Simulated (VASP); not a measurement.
A run of VASP 6.6.1 is set up as follows.

INCAR

```
PREC = Accurate
ENCUT = 520
EDIFF = 1E-6
ISMEAR = 0
SIGMA = 0.1
LREAL = False
LASPH = True
NELM = 60
ALGO = Fast
ISIF = 2
LWAVE = False
LCHARG = True
GGA = PS
LELF = True
LVHAR = True
ISYM = 0
NBANDS = 12
```

Contents of KPOINTS:

```
Automatic mesh
0
Gamma
  11 7 21
```

The input POSCAR:

```
In
1.0
    3.1948852347      0.0000000000      0.0000000000
    0.0000000000      4.9973468317      0.0000000000
    1.5974426173      2.4986734159      1.5974426173
In
1
Direct
    0.0000000000      0.0000000000      0.0000000000
```

Potentials or basis: VASP PAW PBE potentials, release 64 (In_d).

Run with:

```bash
$ cat potpaw_PBE.64/In_d/POTCAR > POTCAR
$ mpirun -np 1 vasp_std > vasp.out
```

Question: Predict the pressure.

Answer: 0.2 GPa.

Stress tensor (GPa, compression positive):
```
 0.56  0.00 -0.04
 0.00  0.47  0.00
-0.04  0.00 -0.57
```

Caveat: the PAW data sets were made with another functional, which shifts forces and pressure a little.
